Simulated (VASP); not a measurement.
# O2 in VASP: single point with LDA

Aim: the single point of O2 with LDA.

All numbers are computed with VASP 6.6.1; they aren't measurements. Logs are shortened: lines on timing, memory, paths and dates and some standing lists are left out, and cuts for length are marked.

## Step 1: The cell of the first run

The cell holds a molecule in a box, 2 atoms: a = 9.000 Å, b = 9.500 Å, c = 10.000 Å, α = 90.00°, β = 90.00°, γ = 90.00°.

## Step 2: Single point, LDA, collinear spin, ferromagnetic start

INCAR

```
PREC     = Accurate       # precision mode
ENCUT    = 1000           # plane-wave cutoff, eV
EDIFF    = 1E-6           # SCF threshold, eV
ISMEAR   = 0              # smearing method
SIGMA    = 0.02           # smearing width, eV
LREAL    = False          # projectors in reciprocal space
LASPH    = True           # aspherical terms in the spheres
NELM     = 200            # most SCF steps
ALGO     = Normal         # electronic algorithm
ISIF     = 2              # what is computed and relaxed
LWAVE    = False          # write WAVECAR
LCHARG   = False          # write CHGCAR
ISPIN    = 2              # spin polarisation
MAGMOM   = 1 1            # initial moments
LORBIT   = 11             # projections on sites
GGA      = CA             # functional
NBANDS   = 17             # bands
GGA_COMPAT= False        
NELMDL   = -8
```

KPOINTS

```
regular mesh
0
Gamma
  1 1 1
```

POSCAR

```
O
1.0
    9.0000000000      0.0000000000      0.0000000000
    0.0000000000      9.5000000000      0.0000000000
    0.0000000000      0.0000000000     10.0000000000
O
2
Direct
    0.5000000000      0.5000000000      0.4400143765
    0.5000000000      0.5000000000      0.5599856235
```

Potentials or basis: VASP PAW LDA potentials, release 64 (O_h).

On the command line:

```console
cat potpaw_LDA.64/O_h/POTCAR > POTCAR
mpirun -np 1 vasp_gam > vasp.out
```

OUTCAR:

```text
PREC = Accurate
   ENCUT = 1000
   EDIFF = 1E-6
   ISMEAR = 0
   LREAL = False
   LASPH = True
   NELM = 200
   ISIF = 2
   ISPIN = 2
   LORBIT = 11
   GGA = CA
   NELMDL = -8

 ion  position               nearest neighbor table
   1  0.500  0.500  0.440-   2 1.20
   2  0.500  0.500  0.560-   1 1.20

  LATTYP: Found a simple orthorhombic cell.
 ALAT       =     9.0000000000
 B/A-ratio  =     1.0555555556
 C/A-ratio  =     1.1111111111

  Lattice vectors:

 A1 = (   9.0000000000,   0.0000000000,   0.0000000000)
 A2 = (   0.0000000000,   9.5000000000,   0.0000000000)
 A3 = (   0.0000000000,   0.0000000000,  10.0000000000)

Analysis of symmetry for initial positions (statically):
=====================================================================
 Subroutine PRICEL returns:
 Original cell was already a primitive cell.

 Routine SETGRP: Setting up the symmetry group for a
 simple orthorhombic supercell.

 Subroutine GETGRP returns: Found  8 space group operations
 (whereof  8 operations were pure point group operations)
 out of a pool of  8 trial point group operations.

The static configuration has the point symmetry D_2h.

Analysis of symmetry for dynamics (positions and initial velocities):
=====================================================================
 Subroutine PRICEL returns:
 Original cell was already a primitive cell.

 Routine SETGRP: Setting up the symmetry group for a
 simple orthorhombic supercell.

 Subroutine GETGRP returns: Found  8 space group operations
 (whereof  8 operations were pure point group operations)
 out of a pool of  8 trial point group operations.

The dynamic configuration has the point symmetry D_2h.

Analysis of structural, dynamic, and magnetic symmetry:
=====================================================================
 Subroutine PRICEL returns:
 Original cell was already a primitive cell.

 Routine SETGRP: Setting up the symmetry group for a
 simple orthorhombic supercell.

 Subroutine GETGRP returns: Found  8 space group operations
 (whereof  8 operations were pure point group operations)
 out of a pool of  8 trial point group operations.

The overall configuration has the point symmetry D_2h.

 Subroutine INISYM returns: Found  8 space group operations
 (whereof  8 operations are pure point group operations),
 and found     1 'primitive' translations

----------------------------------------------------------------------------------------

                                     Primitive cell

  volume of cell :     855.0000

  direct lattice vectors                    reciprocal lattice vectors
     9.000000000  0.000000000  0.000000000     0.111111111  0.000000000  0.000000000
     0.000000000  9.500000000  0.000000000     0.000000000  0.105263158  0.000000000
     0.000000000  0.000000000 10.000000000     0.000000000  0.000000000  0.100000000

  length of vectors
     9.000000000  9.500000000 10.000000000     0.111111111  0.105263158  0.100000000

  position of ions in fractional coordinates (direct lattice)
     0.500000000  0.500000000  0.440014377
     0.500000000  0.500000000  0.559985623

  ion indices of the primitive-cell ions
   primitive index   ion index
                 1           1
                 2           2

----------------------------------------------------------------------------------------

 KPOINTS: regular mesh

Automatic generation of k-mesh.
 Grid dimensions read from file:
 generate k-points for:    1    1    1

 Generating k-lattice:

  Cartesian coordinates                     Fractional coordinates (reciprocal lattice)
     0.111111111  0.000000000  0.000000000     1.000000000  0.000000000  0.000000000
     0.000000000  0.105263158  0.000000000     0.000000000  1.000000000  0.000000000
     0.000000000  0.000000000  0.100000000     0.000000000  0.000000000  1.000000000

  Length of vectors
     0.111111111  0.105263158  0.100000000

  Shift w.r.t. Gamma in fractional coordinates (k-lattice)
     0.000000000  0.000000000  0.000000000

 Subroutine IBZKPT returns following result:
 ===========================================

 Found      1 irreducible k-points:

 Following reciprocal coordinates:
            Coordinates               Weight
  0.000000  0.000000  0.000000      1.000000
   k-points           NKPTS =      1   k-points in BZ     NKDIM =      1   number of bands    NBANDS=     17
   number of dos      NEDOS =    301   number of ions     NIONS =      2
   total plane-waves  NPLWV = ******
   dimension x,y,z NGX =    96 NGY =   98 NGZ =  108
   dimension x,y,z NGXF=   192 NGYF=  196 NGZF=  216
   ions per type =               2
   NGX,Y,Z   is equivalent  to a cutoff of  17.73, 17.15, 17.95 a.u.
   NGXF,Y,Z  is equivalent  to a cutoff of  35.47, 34.30, 35.91 a.u.
 SYSTEM =  unknown system
   PREC   = accura    normal or accurate (medium, high low for compatibility)
   ISTART =      0    job   : 0-new  1-cont  2-samecut
   ICHARG =      2    charge: 1-file 2-atom 10-const
   ISPIN  =      2    spin polarized calculation?
   LNONCOLLINEAR =      F non collinear calculations
   LSORBIT =      F    spin-orbit coupling
   LASPH  =      T    aspherical Exc in radial PAW
   ENCUT  = 1000.0 eV  73.50 Ry    8.57 a.u.  23.21 24.50 25.78*2*pi/ulx,y,z
   NELM   =    200;   NELMIN=  2; NELMDL= -8     # of ELM steps
   EDIFF  = 0.1E-05   stopping-criterion for ELM
   LREAL  =      F    real-space projection
   EDIFFG = 0.1E-04   stopping-criterion for IOM
   NSW    =      0    number of steps for IOM
   IBRION =     -1    ionic relax: 0-MD 1-quasi-New 2-CG
   NFREE  =      0    steps in history (QN), initial steepest desc. (CG)
   ISIF   =      2    stress and relaxation
   ISYM   =      2    0-nonsym 1-usesym 2-fastsym
   POTIM  = 0.5000    time-step for ionic-motion
   TEBEG  =    0.0;   TEEND  =   0.0 temperature during run
   PSTRESS=    0.0 pullay stress
   NELECT =      12.0000    total number of electrons
   NUPDOWN=      -1.0000    fix difference up-down
   EMIN   =  10.00;   EMAX   =-10.00  energy-range for DOS
   EFERMI =   0.00;   METHOD = LEGACY
   ISMEAR =     0;   SIGMA  =   0.02  broadening in eV -4-tet -1-fermi 0-gaus
   EFERMI_NEDOS =   21; number of points for ismear=-14 and -15
   IALGO  =     38    algorithm
   IMIX   =      4    mixing-type and parameters
     AMIX     =   0.40;   BMIX     =  1.00
     AMIX_MAG =   1.60;   BMIX_MAG =  1.00
  volume/ion in A,a.u.               =     427.50      2884.91
  Fermi-wavevector in a.u.,A,eV,Ry     =   0.394893  0.746240  2.121703  0.155941
  Thomas-Fermi vector in A             =   1.339966
   LORBIT       =     11    0 simple, 1 ext, 2 COOP (PROOUT), +10 PAW based schemes
   GGA     = CA    functional components
   LHFCALC =     F    Hartree Fock is set to
   AEXX    =    0.0000 exact exchange contribution
   IVDW    =     0    specifies the selected vdW correction
   LEPSILON=     F    determine dielectric tensor
   LRPA    =     F    only Hartree local field effects (RPA)
 spin polarized calculation
 Gauss-broadening in eV      SIGMA  =   0.02
  energy-cutoff  :     1000.00
  volume of cell :      855.00
 maximum number of plane-waves:     30729
 NGX is ok and might be reduce to    96
   NGX = 47   NGY = 49   NGZ = 51

 number of electron      12.0000001 magnetization       2.0000002

 Free energy of the ion-electron system (eV)
  ---------------------------------------------------
  ext. energy  EPLUGINS =         0.00000000
  ---------------------------------------------------
  free energy    TOTEN  =       -10.66527706 eV

  energy without entropy =      -10.66527706  energy(sigma->0) =      -10.66527706

 E-fermi :  -6.5333     XC(G=0):  -0.6149

 val. band max:       -6.6311166735   @ k =   0.0000   0.0000   0.0000
 cond. band min:      -4.6623329303   @ k =   0.0000   0.0000   0.0000
 fundamental gap:      1.9687837432
 Fermi energy:        -6.5332506776

 spin component 1

 k-point     1 :       0.0000    0.0000    0.0000
  band No.  band energies     occupation
      1     -32.9737      1.00000
      2     -20.0555      1.00000
      3     -13.6600      1.00000
      4     -13.5999      1.00000
      5     -13.5999      1.00000
      6      -6.6311      1.00000
[... 9 lines left out ...]
     16       2.9123      0.00000
     17       2.9271      0.00000
 Fermi energy:        -6.5332506776

 spin component 2

 k-point     1 :       0.0000    0.0000    0.0000
  band No.  band energies     occupation
      1     -31.7687      1.00000
      2     -18.4306      1.00000
      3     -12.5665      1.00000
      4     -11.9560      1.00000
      5     -11.9560      1.00000
      6      -4.6623      0.00000
[... 9 lines left out ...]
     16       2.9646      0.00000
     17       2.9712      0.00000

------------------------ aborting loop because EDIFF is reached ----------------------------------------

  FORCE on cell =-STRESS in cart. coord.  units (eV):
  Direction    XX          YY          ZZ          XY          YZ          ZX
  --------------------------------------------------------------------------------------
  -------------------------------------------------------------------------------------
  Total       -0.0055056     -0.0070183      0.5369710      0.0000000      0.0000000      0.0000000
  in kB       -0.0103170     -0.0131515      1.0062254      0.0000000      0.0000000      0.0000000
  external PRESSURE =       0.3275856 kB  Pullay stress =       0.0000000 kB

 VOLUME and BASIS-vectors are now :
 -----------------------------------------------------------------------------
  energy-cutoff  :     1000.00
  volume of cell :      855.00
      direct lattice vectors                 reciprocal lattice vectors
     9.000000000  0.000000000  0.000000000     0.111111111  0.000000000  0.000000000
     0.000000000  9.500000000  0.000000000     0.000000000  0.105263158  0.000000000
     0.000000000  0.000000000 10.000000000     0.000000000  0.000000000  0.100000000

 POSITION                                       TOTAL-FORCE (eV/Angst)
 -----------------------------------------------------------------------------------
      4.50000      4.75000      4.40014         0.000000      0.000000     -0.453366
      4.50000      4.75000      5.59986         0.000000      0.000000      0.453366
 -----------------------------------------------------------------------------------
    total drift:                                0.000000     -0.000000      0.000000

  FREE ENERGIE OF THE ION-ELECTRON SYSTEM (eV)
  ---------------------------------------------------
  free  energy   TOTEN  =       -10.6652770599 eV

  energy  without entropy=      -10.6652770599  energy(sigma->0) =      -10.66527706

 total charge

# of ion       s       p       d       tot
------------------------------------------
    1        1.075   2.234   0.000   3.309
    2        1.075   2.234   0.000   3.309
--------------------------------------------------
tot          2.151   4.468   0.000   6.618

 magnetization (x)

# of ion       s       p       d       tot
------------------------------------------
    1        0.013   0.606   0.000   0.619
    2        0.013   0.606   0.000   0.619
--------------------------------------------------
tot          0.026   1.213   0.000   1.239
```

It took 2.3 min on 1 thread of Intel Xeon Platinum 8488C (Sapphire Rapids), shared host; peak memory 1.2 GiB.

Results:

```yaml
Free_energy: -10.6653 eV
Largest_force: 0.453 eV/Å
Gap_between_the_frontier_levels: 1.97 eV
Net_moment: 2.00 μB per cell
Site_moments: O +0.62 μB
Valence_electrons_inside_the_program's_atomic_spheres: O 3.31
```

Forces on the atoms (eV/Å):
```
O    0.000  0.000 -0.453
O    0.000  0.000  0.453
```

Levels at points of the mesh, in eV from the valence-band top:
Spin up:
| k point | band 5 | band 6 | band 7 | band 8 | band 9 | band 10 |
| --- | --- | --- | --- | --- | --- | --- |
| (0.00, 0.00, 0.00) | -6.97 | 0.00 | 0.00 | 6.42 | 7.68 | 7.94 |
Spin down:
| k point | band 1 | band 2 | band 3 | band 4 | band 5 | band 6 | band 7 | band 8 | band 9 | band 10 |
| --- | --- | --- | --- | --- | --- | --- | --- | --- | --- | --- |
| (0.00, 0.00, 0.00) | -25.14 | -11.80 | -5.94 | -5.32 | -5.32 | 1.97 | 1.97 | 6.47 | 7.79 | 7.97 |
